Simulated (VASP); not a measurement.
# BiTe (I4/mmm) in VASP: single point with PBE

Aim: the single point of BiTe with PBE.

All numbers are computed with VASP 6.6.1; they aren't measurements. Logs are shortened: lines on timing, memory, paths and dates and some standing lists are left out, and cuts for length are marked.

**1. The cell of the first run**

It takes space group I4/mmm (No. 139, tetragonal). The conventional cell has a = 4.758 Å, b = 4.758 Å, c = 6.470 Å, α = 90.00°, β = 90.00°, γ = 90.00°. Within 4.3 Å of Bi (site symmetry 4/mmm) lie 6 Te at 3.23 to 3.36 Å. Te (site symmetry 4/mmm) has 6 Bi at 3.23 to 3.36 Å within 4.3 Å.

**2. Single point, PBE**

INCAR

```
SYSTEM = BiTe
ALGO     = Normal         ! electronic algorithm
EDIFF    = 1E-6           ! SCF threshold, eV
ENCUT    = 500            ! plane-wave cutoff, eV
GGA      = PE             ! functional
GGA_COMPAT= .FALSE.      
ISIF     = 2              ! what is computed and relaxed
ISMEAR   = -1             ! smearing method
LASPH    = .TRUE.         ! aspherical terms in the spheres
LCHARG   = .FALSE.        ! write CHGCAR
LREAL    = .FALSE.        ! projectors in reciprocal space
LWAVE    = .FALSE.        ! write WAVECAR
NBANDS   = 18             ! bands
NELM     = 120            ! most SCF steps
PREC     = Accurate       ! precision mode
SIGMA    = 0.05           ! smearing width, eV
```

KPOINTS

```
k-points
0
G
  6 6 6
  0 0 0
```

POSCAR

```
BiTe
1.0
    0.0000000000      3.3644000000      3.2350000000
    3.3644000000      0.0000000000      3.2350000000
    3.3644000000      3.3644000000      0.0000000000
Bi Te
1 1
Direct
    0.0000000000      0.0000000000      0.0000000000
    0.5000000000      0.5000000000      0.5000000000
```

Potentials or basis: VASP PAW PBE potentials, release 64 (Bi_d, Te).

The run is started by

```console
cat potpaw_PBE.64/Bi_d/POTCAR potpaw_PBE.64/Te/POTCAR > POTCAR
mpirun -np 1 vasp_std > vasp.out
```

OUTCAR:

```text
SYSTEM = BiTe
   EDIFF = 1E-6
   ENCUT = 500
   GGA = PE
   ISIF = 2
   ISMEAR = -1
   LASPH = .TRUE.
   LREAL = .FALSE.
   NELM = 120
   PREC = Accurate

 ion  position               nearest neighbor table
   1  0.000  0.000  0.000-   2 3.23   2 3.23   2 3.36   2 3.36   2 3.36   2 3.36
   2  0.500  0.500  0.500-   1 3.23   1 3.23   1 3.36   1 3.36   1 3.36   1 3.36

  LATTYP: Found a body centered tetragonal cell.
 ALAT       =     4.7579801092
 C/A-ratio  =     1.3598207331

  Lattice vectors:

 A1 = (   0.0000000000,  -3.3644000000,  -3.2350000000)
 A2 = (   0.0000000000,   3.3644000000,  -3.2350000000)
 A3 = (   3.3644000000,   0.0000000000,   3.2350000000)

Analysis of symmetry for initial positions (statically):
=====================================================================
 Subroutine PRICEL returns:
 Original cell was already a primitive cell.

 Routine SETGRP: Setting up the symmetry group for a
 body centered tetragonal supercell.

 Subroutine GETGRP returns: Found 16 space group operations
 (whereof 16 operations were pure point group operations)
 out of a pool of 16 trial point group operations.

The static configuration has the point symmetry D_4h.

Analysis of symmetry for dynamics (positions and initial velocities):
=====================================================================
 Subroutine PRICEL returns:
 Original cell was already a primitive cell.

 Routine SETGRP: Setting up the symmetry group for a
 body centered tetragonal supercell.

 Subroutine GETGRP returns: Found 16 space group operations
 (whereof 16 operations were pure point group operations)
 out of a pool of 16 trial point group operations.

The dynamic configuration has the point symmetry D_4h.

 Subroutine INISYM returns: Found 16 space group operations
 (whereof 16 operations are pure point group operations),
 and found     1 'primitive' translations

----------------------------------------------------------------------------------------

                                     Primitive cell

  volume of cell :      73.2351

  direct lattice vectors                    reciprocal lattice vectors
     0.000000000  3.364400000  3.235000000    -0.148614909  0.148614909  0.154559505
     3.364400000  0.000000000  3.235000000     0.148614909 -0.148614909  0.154559505
     3.364400000  3.364400000  0.000000000     0.148614909  0.148614909 -0.154559505

  length of vectors
     4.667377461  4.667377461  4.757980109     0.260885843  0.260885843  0.260885843

  position of ions in fractional coordinates (direct lattice)
     0.000000000  0.000000000  0.000000000
     0.500000000  0.500000000  0.500000000

  ion indices of the primitive-cell ions
   primitive index   ion index
                 1           1
                 2           2

----------------------------------------------------------------------------------------

 KPOINTS: k-points

Automatic generation of k-mesh.
 Grid dimensions read from file:
 generate k-points for:    6    6    6

 Generating k-lattice:

  Cartesian coordinates                     Fractional coordinates (reciprocal lattice)
    -0.024769152  0.024769152  0.025759918     0.166666667  0.000000000  0.000000000
     0.024769152 -0.024769152  0.025759918     0.000000000  0.166666667  0.000000000
     0.024769152  0.024769152 -0.025759918    -0.000000000 -0.000000000  0.166666667

  Length of vectors
     0.043480974  0.043480974  0.043480974

  Shift w.r.t. Gamma in fractional coordinates (k-lattice)
     0.000000000  0.000000000  0.000000000

 Subroutine IBZKPT returns following result:
 ===========================================

 Found     30 irreducible k-points:

 Following reciprocal coordinates:
            Coordinates               Weight
  0.000000  0.000000  0.000000      1.000000
  0.166667  0.000000  0.000000      8.000000
  0.333333  0.000000  0.000000      8.000000
  0.500000  0.000000  0.000000      4.000000
  0.166667  0.166667  0.000000      2.000000
  0.333333  0.166667  0.000000      8.000000
[... 16 lines left out ...]
  0.333333  0.000000  0.333333      4.000000
  0.500000 -0.000000  0.333333     16.000000
 [... further k-points ...]
   k-points           NKPTS =     30   k-points in BZ     NKDIM =     30   number of bands    NBANDS=     18
   number of dos      NEDOS =    301   number of ions     NIONS =      2
   total plane-waves  NPLWV =  46656
   dimension x,y,z NGX =    36 NGY =   36 NGZ =   36
   dimension x,y,z NGXF=    72 NGYF=   72 NGZF=   72
   ions per type =               1   1
   NGX,Y,Z   is equivalent  to a cutoff of  12.82, 12.82, 12.58 a.u.
   NGXF,Y,Z  is equivalent  to a cutoff of  25.65, 25.65, 25.16 a.u.
 SYSTEM =  BiTe
   PREC   = accura    normal or accurate (medium, high low for compatibility)
   ISTART =      0    job   : 0-new  1-cont  2-samecut
   ICHARG =      2    charge: 1-file 2-atom 10-const
   ISPIN  =      1    spin polarized calculation?
   LNONCOLLINEAR =      F non collinear calculations
   LSORBIT =      F    spin-orbit coupling
   LASPH  =      T    aspherical Exc in radial PAW
   ENCUT  =  500.0 eV  36.75 Ry    6.06 a.u.   8.51  8.51  8.67*2*pi/ulx,y,z
   NELM   =    120;   NELMIN=  2; NELMDL= -5     # of ELM steps
   EDIFF  = 0.1E-05   stopping-criterion for ELM
   LREAL  =      F    real-space projection
   EDIFFG = 0.1E-04   stopping-criterion for IOM
   NSW    =      0    number of steps for IOM
   IBRION =     -1    ionic relax: 0-MD 1-quasi-New 2-CG
   NFREE  =      0    steps in history (QN), initial steepest desc. (CG)
   ISIF   =      2    stress and relaxation
   ISYM   =      2    0-nonsym 1-usesym 2-fastsym
   POTIM  = 0.5000    time-step for ionic-motion
   TEBEG  =    0.0;   TEEND  =   0.0 temperature during run
   PSTRESS=    0.0 pullay stress
   NELECT =      21.0000    total number of electrons
   NUPDOWN=      -1.0000    fix difference up-down
   EMIN   =  10.00;   EMAX   =-10.00  energy-range for DOS
   EFERMI =   0.00;   METHOD = LEGACY
   ISMEAR =    -1;   SIGMA  =   0.05  broadening in eV -4-tet -1-fermi 0-gaus
   EFERMI_NEDOS =   21; number of points for ismear=-14 and -15
   IALGO  =     38    algorithm
   IMIX   =      4    mixing-type and parameters
     AMIX     =   0.40;   BMIX     =  1.00
     AMIX_MAG =   1.60;   BMIX_MAG =  1.00
  volume/ion in A,a.u.               =      36.62       247.11
  Fermi-wavevector in a.u.,A,eV,Ry     =   1.079547  2.040047 15.856515  1.165421
  Thomas-Fermi vector in A             =   2.215515
   LORBIT       =      0    0 simple, 1 ext, 2 COOP (PROOUT), +10 PAW based schemes
   GGA     = PE    functional components
   LHFCALC =     F    Hartree Fock is set to
   AEXX    =    0.0000 exact exchange contribution
   IVDW    =     0    specifies the selected vdW correction
   LEPSILON=     F    determine dielectric tensor
   LRPA    =     F    only Hartree local field effects (RPA)
 non-spin polarized calculation
  energy-cutoff  :      500.00
  volume of cell :       73.24
 maximum number of plane-waves:      1884
 NGX is ok and might be reduce to    36
   NGX = 17   NGY = 17   NGZ = 17

 number of electron      21.0000004 magnetization

 Free energy of the ion-electron system (eV)
  ---------------------------------------------------
  ext. energy  EPLUGINS =         0.00000000
  ---------------------------------------------------
  free energy    TOTEN  =        -7.13151799 eV

  energy without entropy =       -7.11837641  energy(sigma->0) =       -7.12494720

 E-fermi :   5.6744     XC(G=0):  -9.0859

 val. band max:        5.6158026134   @ k =  -0.3333   0.1667   0.0000
 cond. band min:       5.7090898982   @ k =   0.3333   0.0000   0.0000
 fundamental gap:      0.0932872848
 Fermi energy:         5.6744104938

 k-point     1 :       0.0000    0.0000    0.0000
  band No.  band energies     occupation
      1     -17.4145      2.00000
      2     -17.4067      2.00000
      3     -17.4067      2.00000
      4     -17.3839      2.00000
      5     -17.3831      2.00000
      6      -7.2888      2.00000
[... 10 lines left out ...]
     17      11.3219      0.00000
     18      12.1009      0.00000

 k-point     2 :       0.1667    0.0000    0.0000
  band No.  band energies     occupation
      1     -17.4152      2.00000
      2     -17.4060      2.00000
      3     -17.4058      2.00000
      4     -17.3834      2.00000
      5     -17.3833      2.00000
      6      -7.0668      2.00000
[... 10 lines left out ...]
     17      12.6378      0.00000
     18      13.2266      0.00000

 k-point     3 :       0.3333    0.0000    0.0000
  band No.  band energies     occupation
      1     -17.4167      2.00000
      2     -17.4046      2.00000
      3     -17.4042      2.00000
      4     -17.3833      2.00000
      5     -17.3822      2.00000
      6      -6.4222      2.00000
[... 10 lines left out ...]
     17      14.5886      0.00000
     18      15.5879      0.00000

 k-point     4 :       0.5000    0.0000    0.0000
  band No.  band energies     occupation
      1     -17.4175      2.00000
      2     -17.4039      2.00000
      3     -17.4035      2.00000
      4     -17.3832      2.00000
      5     -17.3816      2.00000
      6      -5.5385      2.00000
[... 10 lines left out ...]
     17      13.9791      0.00000
     18      14.7559      0.00000

 k-point     5 :       0.1667    0.1667    0.0000
  band No.  band energies     occupation
      1     -17.4167      2.00000
      2     -17.4048      2.00000
      3     -17.4048      2.00000
      4     -17.3846      2.00000
      5     -17.3822      2.00000
      6      -6.9630      2.00000
[... 10 lines left out ...]
     17      11.7400      0.00000
     18      12.4067      0.00000

 k-point     6 :       0.3333    0.1667    0.0000
  band No.  band energies     occupation
      1     -17.4187      2.00000
      2     -17.4031      2.00000
      3     -17.4030      2.00000
      4     -17.3844      2.00000
      5     -17.3817      2.00000
      6      -6.4439      2.00000
[... 10 lines left out ...]
     17      13.2945      0.00000
     18      13.8182      0.00000

 k-point     7 :       0.5000    0.1667    0.0000
  band No.  band energies     occupation
      1     -17.4192      2.00000
      2     -17.4027      2.00000
      3     -17.4022      2.00000
      4     -17.3829      2.00000
      5     -17.3823      2.00000
      6      -5.5982      2.00000
[... 10 lines left out ...]
     17      14.5709      0.00000
     18      15.2777      0.00000

 k-point     8 :      -0.3333    0.1667    0.0000
  band No.  band energies     occupation
      1     -17.4177      2.00000
      2     -17.4039      2.00000
      3     -17.4029      2.00000
      4     -17.3837      2.00000
      5     -17.3817      2.00000
      6      -6.0470      2.00000
[... 10 lines left out ...]
     17      14.7595      0.00000
     18      15.0967      0.00000
[... 229 lines left out ...]
     17      13.8642      0.00000
     18      15.3851      0.00000

 k-point    20 :      -0.3333    0.3333    0.1667
  band No.  band energies     occupation
      1     -17.4196      2.00000
      2     -17.4039      2.00000
      3     -17.3999      2.00000
      4     -17.3831      2.00000
      5     -17.3823      2.00000
      6      -5.3964      2.00000
[... 10 lines left out ...]
     17      15.1209      0.00000
     18      15.9493      0.00000

 k-point    21 :      -0.1667    0.3333    0.1667
  band No.  band energies     occupation
      1     -17.4175      2.00000
      2     -17.4060      2.00000
      3     -17.4008      2.00000
      4     -17.3845      2.00000
      5     -17.3809      2.00000
      6      -6.0717      2.00000
[... 10 lines left out ...]
     17      14.1765      0.00000
     18      15.2380      0.00000

 k-point    22 :      -0.3333    0.5000    0.1667
  band No.  band energies     occupation
      1     -17.4224      2.00000
      2     -17.4014      2.00000
      3     -17.3988      2.00000
      4     -17.3845      2.00000
      5     -17.3811      2.00000
      6      -5.2771      2.00000
[... 10 lines left out ...]
     17      15.8285      0.00000
     18      15.8331      0.00000

 k-point    23 :       0.3333    0.0000    0.3333
  band No.  band energies     occupation
      1     -17.4161      2.00000
      2     -17.4083      2.00000
      3     -17.4007      2.00000
      4     -17.3855      2.00000
      5     -17.3797      2.00000
      6      -6.3394      2.00000
[... 10 lines left out ...]
     17      14.0622      0.00000
     18      14.3694      0.00000

 k-point    24 :       0.5000   -0.0000    0.3333
  band No.  band energies     occupation
      1     -17.4168      2.00000
      2     -17.4075      2.00000
      3     -17.3998      2.00000
      4     -17.3858      2.00000
      5     -17.3792      2.00000
      6      -5.8705      2.00000
[... 10 lines left out ...]
     17      14.9041      0.00000
     18      15.2906      0.00000

 [... further k-points ...]

------------------------ aborting loop because EDIFF is reached ----------------------------------------

  FORCE on cell =-STRESS in cart. coord.  units (eV):
  Direction    XX          YY          ZZ          XY          YZ          ZX
  --------------------------------------------------------------------------------------
  -------------------------------------------------------------------------------------
  Total       -1.4103782     -1.4103782     -0.5040346      0.0000000     -0.0000000      0.0000000
  in kB      -30.8550776    -30.8550776    -11.0268481      0.0000000     -0.0000000      0.0000000
  external PRESSURE =     -24.2456678 kB  Pullay stress =       0.0000000 kB

 VOLUME and BASIS-vectors are now :
 -----------------------------------------------------------------------------
  energy-cutoff  :      500.00
  volume of cell :       73.24
      direct lattice vectors                 reciprocal lattice vectors
     0.000000000  3.364400000  3.235000000    -0.148614909  0.148614909  0.154559505
     3.364400000  0.000000000  3.235000000     0.148614909 -0.148614909  0.154559505
     3.364400000  3.364400000  0.000000000     0.148614909  0.148614909 -0.154559505

 POSITION                                       TOTAL-FORCE (eV/Angst)
 -----------------------------------------------------------------------------------
      0.00000      0.00000      0.00000        -0.000000      0.000000     -0.000000
      3.36440      3.36440      3.23500         0.000000     -0.000000      0.000000
 -----------------------------------------------------------------------------------
    total drift:                               -0.000000      0.000000      0.000000

  FREE ENERGIE OF THE ION-ELECTRON SYSTEM (eV)
  ---------------------------------------------------
  free  energy   TOTEN  =        -7.1315179872 eV

  energy  without entropy=       -7.1183764080  energy(sigma->0) =       -7.12494720
```

Run time: 57 s. Hardware: 1 thread of Intel Xeon 8259CL, shared host; peak memory 0.22 GiB.

Results:

```yaml
Free_energy: -7.1315 eV
Pressure: -2.4 GPa
```

Caveat: spin-orbit coupling is left out, which moves the levels of the heavy elements.
